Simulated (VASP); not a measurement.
# NbAsO5 (P4/n) in VASP: single point with PBE

Aim: the single point of NbAsO5 with PBE.

Everything below comes from runs of VASP 6.6.1. Logs are shortened: lines on timing, memory, paths and dates and some standing lists are left out, and cuts for length are marked.

**1. The cell of the first run**

It takes space group P4/n (No. 85, tetragonal). The conventional cell has a = 6.512 Å, b = 6.512 Å, c = 4.180 Å, α = 90.00°, β = 90.00°, γ = 90.00°. Nb (site symmetry 4) has 6 O at 1.77 to 2.41 Å within 2.5 Å. Within 2.5 Å of O (site symmetry 4) lie 2 Nb at 1.77 to 2.41 Å. Within 2.1 Å of O (site symmetry 1) lie 1 As at 1.55 Å and 1 Nb at 2.02 Å. As (site symmetry -4) has 4 O at 1.55 Å within 2.1 Å.

**2. Single point, PBE**

Input file INCAR:

```
PREC     = Accurate       # precision mode
ENCUT    = 520            # plane-wave cutoff, eV
EDIFF    = 1E-6           # SCF threshold, eV
ISMEAR   = 1              # smearing method
SIGMA    = 0.0544         # smearing width, eV
LREAL    = False          # projectors in reciprocal space
LASPH    = True           # aspherical terms in the spheres
NELM     = 80             # most SCF steps
ALGO     = Normal         # electronic algorithm
ISIF     = 2              # what is computed and relaxed
LWAVE    = False          # write WAVECAR
LCHARG   = False          # write CHGCAR
GGA      = PE             # functional
NBANDS   = 61             # bands
```

Input file KPOINTS:

```
regular mesh
0
Gamma
  4 4 6
```

Input file POSCAR:

```
NbAsO5
1.0
    6.5118750000      0.0000000000      0.0000000000
    0.0000000000      6.5118750000      0.0000000000
    0.0000000000      0.0000000000      4.1801760000
Nb O As
2 10 2
Direct
    0.2500000000      0.2500000000      0.7818000000
    0.7500000000      0.7500000000      0.2182000000
    0.2500000000      0.2500000000      0.2058000000
    0.7500000000      0.7500000000      0.7942000000
    0.7694000000      0.4443000000      0.2866000000
    0.0557000000      0.7694000000      0.2866000000
    0.7306000000      0.0557000000      0.2866000000
    0.4443000000      0.7306000000      0.2866000000
    0.2306000000      0.5557000000      0.7134000000
    0.9443000000      0.2306000000      0.7134000000
    0.2694000000      0.9443000000      0.7134000000
    0.5557000000      0.2694000000      0.7134000000
    0.2500000000      0.7500000000      0.5000000000
    0.7500000000      0.2500000000      0.5000000000
```

Potentials or basis: VASP PAW PBE potentials, release 64 (Nb_sv, O, As).

Started as:

```
$ cat potpaw_PBE.64/Nb_sv/POTCAR potpaw_PBE.64/O/POTCAR potpaw_PBE.64/As/POTCAR > POTCAR
$ mpirun -np 1 vasp_std > vasp.out
```

OUTCAR:

```text
PREC = Accurate
   ENCUT = 520
   EDIFF = 1E-6
   ISMEAR = 1
   LREAL = False
   LASPH = True
   NELM = 80
   ISIF = 2
   GGA = PE

 ion  position               nearest neighbor table
   1  0.250  0.250  0.782-   3 1.77   9 2.02  10 2.02  11 2.02  12 2.02   3 2.41
   2  0.750  0.750  0.218-   4 1.77   5 2.02   6 2.02   7 2.02   8 2.02   4 2.41
   3  0.250  0.250  0.206-   1 1.77   1 2.41
   4  0.750  0.750  0.794-   2 1.77   2 2.41
   5  0.769  0.444  0.287-  14 1.55   2 2.02
   6  0.056  0.769  0.287-  13 1.55   2 2.02
   7  0.731  0.056  0.287-  14 1.55   2 2.02
   8  0.444  0.731  0.287-  13 1.55   2 2.02
   9  0.231  0.556  0.713-  13 1.55   1 2.02
  10  0.944  0.231  0.713-  14 1.55   1 2.02
  11  0.269  0.944  0.713-  13 1.55   1 2.02
  12  0.556  0.269  0.713-  14 1.55   1 2.02
  13  0.250  0.750  0.500-   6 1.55   8 1.55   9 1.55  11 1.55
  14  0.750  0.250  0.500-   5 1.55   7 1.55  10 1.55  12 1.55

  LATTYP: Found a simple tetragonal cell.
 ALAT       =     6.5118750000
 C/A-ratio  =     0.6419312410

  Lattice vectors:

 A1 = (   6.5118750000,   0.0000000000,   0.0000000000)
 A2 = (   0.0000000000,   6.5118750000,   0.0000000000)
 A3 = (   0.0000000000,   0.0000000000,   4.1801760000)

Analysis of symmetry for initial positions (statically):
=====================================================================
 Subroutine PRICEL returns:
 Original cell was already a primitive cell.

 Routine SETGRP: Setting up the symmetry group for a
 simple tetragonal supercell.

 Subroutine GETGRP returns: Found  8 space group operations
 (whereof  2 operations were pure point group operations)
 out of a pool of 16 trial point group operations.

The static configuration has the point symmetry S_2 .
 The point group associated with its full space group is C_4h.

Analysis of symmetry for dynamics (positions and initial velocities):
=====================================================================
 Subroutine PRICEL returns:
 Original cell was already a primitive cell.

 Routine SETGRP: Setting up the symmetry group for a
 simple tetragonal supercell.

 Subroutine GETGRP returns: Found  8 space group operations
 (whereof  2 operations were pure point group operations)
 out of a pool of 16 trial point group operations.

The dynamic configuration has the point symmetry S_2 .
 The point group associated with its full space group is C_4h.

 Subroutine INISYM returns: Found  8 space group operations
 (whereof  2 operations are pure point group operations),
 and found     1 'primitive' translations

----------------------------------------------------------------------------------------

                                     Primitive cell

  volume of cell :     177.2583

  direct lattice vectors                    reciprocal lattice vectors
     6.511875000  0.000000000  0.000000000     0.153565601  0.000000000  0.000000000
     0.000000000  6.511875000  0.000000000     0.000000000  0.153565601  0.000000000
     0.000000000  0.000000000  4.180176000     0.000000000  0.000000000  0.239224377

  length of vectors
     6.511875000  6.511875000  4.180176000     0.153565601  0.153565601  0.239224377

  position of ions in fractional coordinates (direct lattice)
     0.250000000  0.250000000  0.781800000
     0.750000000  0.750000000  0.218200000
     0.250000000  0.250000000  0.205800000
     0.750000000  0.750000000  0.794200000
     0.769400000  0.444300000  0.286600000
     0.055700000  0.769400000  0.286600000
     0.730600000  0.055700000  0.286600000
     0.444300000  0.730600000  0.286600000
     0.230600000  0.555700000  0.713400000
     0.944300000  0.230600000  0.713400000
     0.269400000  0.944300000  0.713400000
     0.555700000  0.269400000  0.713400000
     0.250000000  0.750000000  0.500000000
     0.750000000  0.250000000  0.500000000

  ion indices of the primitive-cell ions
   primitive index   ion index
                 1           1
                 2           2
                 3           3
                 4           4
                 5           5
                 6           6
                 7           7
                 8           8
                 9           9
                10          10
                11          11
                12          12
                13          13
                14          14

----------------------------------------------------------------------------------------

 KPOINTS: regular mesh

Automatic generation of k-mesh.
 Grid dimensions read from file:
 generate k-points for:    4    4    6

 Generating k-lattice:

  Cartesian coordinates                     Fractional coordinates (reciprocal lattice)
     0.038391400  0.000000000  0.000000000     0.250000000  0.000000000  0.000000000
     0.000000000  0.038391400  0.000000000     0.000000000  0.250000000  0.000000000
     0.000000000  0.000000000  0.039870730     0.000000000  0.000000000  0.166666667

  Length of vectors
     0.038391400  0.038391400  0.039870730

  Shift w.r.t. Gamma in fractional coordinates (k-lattice)
     0.000000000  0.000000000  0.000000000

 Subroutine IBZKPT returns following result:
 ===========================================

 Found     24 irreducible k-points:

 Following reciprocal coordinates:
            Coordinates               Weight
  0.000000  0.000000  0.000000      1.000000
  0.250000  0.000000  0.000000      4.000000
  0.500000  0.000000  0.000000      2.000000
  0.250000  0.250000  0.000000      4.000000
  0.500000  0.250000  0.000000      4.000000
  0.500000  0.500000  0.000000      1.000000
[... 16 lines left out ...]
  0.500000  0.250000  0.500000      4.000000
  0.500000  0.500000  0.500000      1.000000
   k-points           NKPTS =     24   k-points in BZ     NKDIM =     24   number of bands    NBANDS=     61
   number of dos      NEDOS =    301   number of ions     NIONS =     14
   total plane-waves  NPLWV =  73728
   dimension x,y,z NGX =    48 NGY =   48 NGZ =   32
   dimension x,y,z NGXF=    96 NGYF=   96 NGZF=   64
   ions per type =               2  10   2
   NGX,Y,Z   is equivalent  to a cutoff of  12.25, 12.25, 12.73 a.u.
   NGXF,Y,Z  is equivalent  to a cutoff of  24.51, 24.51, 25.45 a.u.
 SYSTEM =  unknown system
   PREC   = accura    normal or accurate (medium, high low for compatibility)
   ISTART =      0    job   : 0-new  1-cont  2-samecut
   ICHARG =      2    charge: 1-file 2-atom 10-const
   ISPIN  =      1    spin polarized calculation?
   LNONCOLLINEAR =      F non collinear calculations
   LSORBIT =      F    spin-orbit coupling
   LASPH  =      T    aspherical Exc in radial PAW
   ENCUT  =  520.0 eV  38.22 Ry    6.18 a.u.  12.11 12.11  7.77*2*pi/ulx,y,z
   NELM   =     80;   NELMIN=  2; NELMDL= -5     # of ELM steps
   EDIFF  = 0.1E-05   stopping-criterion for ELM
   LREAL  =      F    real-space projection
   EDIFFG = 0.1E-04   stopping-criterion for IOM
   NSW    =      0    number of steps for IOM
   IBRION =     -1    ionic relax: 0-MD 1-quasi-New 2-CG
   NFREE  =      0    steps in history (QN), initial steepest desc. (CG)
   ISIF   =      2    stress and relaxation
   ISYM   =      2    0-nonsym 1-usesym 2-fastsym
   POTIM  = 0.5000    time-step for ionic-motion
   TEBEG  =    0.0;   TEEND  =   0.0 temperature during run
   PSTRESS=    0.0 pullay stress
   NELECT =      96.0000    total number of electrons
   NUPDOWN=      -1.0000    fix difference up-down
   EMIN   =  10.00;   EMAX   =-10.00  energy-range for DOS
   EFERMI =   0.00;   METHOD = LEGACY
   ISMEAR =     1;   SIGMA  =   0.05  broadening in eV -4-tet -1-fermi 0-gaus
   EFERMI_NEDOS =   21; number of points for ismear=-14 and -15
   IALGO  =     38    algorithm
   IMIX   =      4    mixing-type and parameters
     AMIX     =   0.40;   BMIX     =  1.00
     AMIX_MAG =   1.60;   BMIX_MAG =  1.00
  volume/ion in A,a.u.               =      12.66        85.44
  Fermi-wavevector in a.u.,A,eV,Ry     =   1.334432  2.521710 24.228003  1.780708
  Thomas-Fermi vector in A             =   2.463214
   LORBIT       =      0    0 simple, 1 ext, 2 COOP (PROOUT), +10 PAW based schemes
   GGA     = PE    functional components
   LHFCALC =     F    Hartree Fock is set to
   AEXX    =    0.0000 exact exchange contribution
   IVDW    =     0    specifies the selected vdW correction
   LEPSILON=     F    determine dielectric tensor
   LRPA    =     F    only Hartree local field effects (RPA)
 non-spin polarized calculation
 Methfessel and Paxton  Order N= 1 SIGMA  =   0.05
  energy-cutoff  :      520.00
  volume of cell :      177.26
 maximum number of plane-waves:      4808
   NGX = 25   NGY = 25   NGZ = 15

 number of electron      95.9999977 magnetization

 Free energy of the ion-electron system (eV)
  ---------------------------------------------------
  ext. energy  EPLUGINS =         0.00000000
  ---------------------------------------------------
  free energy    TOTEN  =      -101.69085243 eV

  energy without entropy =     -101.69173793  energy(sigma->0) =     -101.69114760

 E-fermi :   2.1322     XC(G=0): -10.0127

 val. band max:        2.1035366281   @ k =   0.5000   0.0000   0.5000
 cond. band min:       5.6190587667   @ k =   0.5000   0.5000   0.0000
 fundamental gap:      3.5155221386
 Fermi energy:         2.1322349627

 k-point     1 :       0.0000    0.0000    0.0000
  band No.  band energies     occupation
      1     -52.5046      2.00000
      2     -52.5045      2.00000
      3     -28.7096      2.00000
      4     -28.7087      2.00000
      5     -28.6129      2.00000
      6     -28.6129      2.00000
[... 52 lines left out ...]
     59       8.7714      0.00000
     60      12.2184      0.00000

 k-point     2 :       0.2500    0.0000    0.0000
  band No.  band energies     occupation
      1     -52.5046      2.00000
      2     -52.5045      2.00000
      3     -28.7095      2.00000
      4     -28.7088      2.00000
      5     -28.6132      2.00000
      6     -28.6125      2.00000
[... 52 lines left out ...]
     59       9.2471      0.00000
     60      11.6444      0.00000

 k-point     3 :       0.5000    0.0000    0.0000
  band No.  band energies     occupation
      1     -52.5046      2.00000
      2     -52.5046      2.00000
      3     -28.7091      2.00000
      4     -28.7091      2.00000
      5     -28.6129      2.00000
      6     -28.6129      2.00000
[... 1259 lines left out ...]
      6     -28.6112      2.00000
[... 52 lines left out ...]
     59      11.9340      0.00000
     60      11.9371      0.00000

 k-point    24 :       0.5000    0.5000    0.5000
  band No.  band energies     occupation
      1     -52.5035      2.00000
      2     -52.5035      2.00000
      3     -28.7772      2.00000
      4     -28.7772      2.00000
      5     -28.6119      2.00000
      6     -28.6119      2.00000
[... 52 lines left out ...]
     59      11.6896      0.00000
     60      11.6896      0.00000
 [bands above 60 left out]

------------------------ aborting loop because EDIFF is reached ----------------------------------------

  FORCE on cell =-STRESS in cart. coord.  units (eV):
  Direction    XX          YY          ZZ          XY          YZ          ZX
  --------------------------------------------------------------------------------------
  -------------------------------------------------------------------------------------
  Total       33.7299315     33.7299315     34.4706669     -0.0000005      0.0000000      0.0000000
  in kB      304.8732802    304.8732802    311.5685333     -0.0000048      0.0000000      0.0000000
  external PRESSURE =     307.1050312 kB  Pullay stress =       0.0000000 kB

 VOLUME and BASIS-vectors are now :
 -----------------------------------------------------------------------------
  energy-cutoff  :      520.00
  volume of cell :      177.26
      direct lattice vectors                 reciprocal lattice vectors
     6.511875000  0.000000000  0.000000000     0.153565601  0.000000000  0.000000000
     0.000000000  6.511875000  0.000000000     0.000000000  0.153565601  0.000000000
     0.000000000  0.000000000  4.180176000     0.000000000  0.000000000  0.239224377

 POSITION                                       TOTAL-FORCE (eV/Angst)
 -----------------------------------------------------------------------------------
      1.62797      1.62797      3.26806         0.000000     -0.000000      0.115746
      4.88391      4.88391      0.91211         0.000000     -0.000000     -0.115746
      1.62797      1.62797      0.86028         0.000000     -0.000000     -0.245516
      4.88391      4.88391      3.31990         0.000000     -0.000000      0.245516
      5.01024      2.89323      1.19804         0.653276      7.534922     -4.965109
      0.36271      5.01024      1.19804        -7.534922      0.653276     -4.965109
      4.75758      0.36271      1.19804        -0.653276     -7.534922     -4.965109
      2.89323      4.75758      1.19804         7.534922     -0.653276     -4.965109
      1.50164      3.61865      2.98214        -0.653276     -7.534922      4.965109
      6.14916      1.50164      2.98214         7.534922     -0.653276      4.965109
      1.75430      6.14916      2.98214         0.653276      7.534922      4.965109
      3.61865      1.75430      2.98214        -7.534922      0.653276      4.965109
      1.62797      4.88391      2.09009         0.000000     -0.000000     -0.000000
      4.88391      1.62797      2.09009         0.000000     -0.000000     -0.000000
 -----------------------------------------------------------------------------------
    total drift:                                0.000000      0.000000     -0.000000

  FREE ENERGIE OF THE ION-ELECTRON SYSTEM (eV)
  ---------------------------------------------------
  free  energy   TOTEN  =      -101.6908524335 eV

  energy  without entropy=     -101.6917379347  energy(sigma->0) =     -101.69114760
```

It took 3.9 min on 1 thread of Intel Xeon Platinum 8259CL at 2.50GHz (Skylake/Cascade Lake), shared host; peak memory 0.37 GiB.

Results:

- Free energy: -101.6909 eV
- Pressure: 30.7 GPa
- Largest force: 9.047 eV/Å
- Band gap on the k mesh: 3.52 eV (least direct gap 3.73 eV)

Forces on the atoms (eV/Å):
```
Nb   0.000  0.000  0.116
Nb   0.000  0.000 -0.116
O    0.000  0.000 -0.246
O    0.000  0.000  0.246
O    0.653  7.535 -4.965
O   -7.535  0.653 -4.965
O   -0.653 -7.535 -4.965
O    7.535 -0.653 -4.965
O   -0.653 -7.535  4.965
O    7.535 -0.653  4.965
O    0.653  7.535  4.965
O   -7.535  0.653  4.965
As   0.000  0.000  0.000
As   0.000  0.000  0.000
```

Caveat: the cell stands under pressure; forces of over 1 eV/Å act on the atoms, so gaps and moduli don't describe the material at rest. A k mesh can miss the band edges.
